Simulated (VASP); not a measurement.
A run of VASP 6.6.1:

Contents of INCAR:

```
PREC = Accurate
ENCUT = 520
EDIFF = 1E-6
ISMEAR = 0
SIGMA = 0.15
LREAL = F
LASPH = T
NELM = 80
ALGO = Fast
ISIF = 2
LWAVE = F
LCHARG = F
GGA = PE
NBANDS = 12
```

File KPOINTS:

```
regular mesh
0
Gamma
  20 20 20
```

File POSCAR:

```
Zn
1.0
    0.0000000000      1.9643393415      2.1018430954
    1.9643393415      0.0000000000      2.1018430954
    1.9643393415      1.9643393415      0.0000000000
Zn
1
Direct
    0.0000000000      0.0000000000      0.0000000000
```

Potentials or basis: VASP PAW PBE potentials, release 64 (Zn).

Command:

```console
$ cat potpaw_PBE.64/Zn/POTCAR > POTCAR
$ mpirun -np 1 vasp_std > vasp.out
```

Hardware: 1 thread of Intel(R) Xeon(R) 6975P-C (Granite Rapids), on a shared host.

Question: How long does it take, and how much memory?

Answer: Wall time 36 s on 1 thread of Intel(R) Xeon(R) 6975P-C (Granite Rapids), with other jobs on the host, peak memory 0.22 GiB. Counts: scf iterations 11, k points 641.
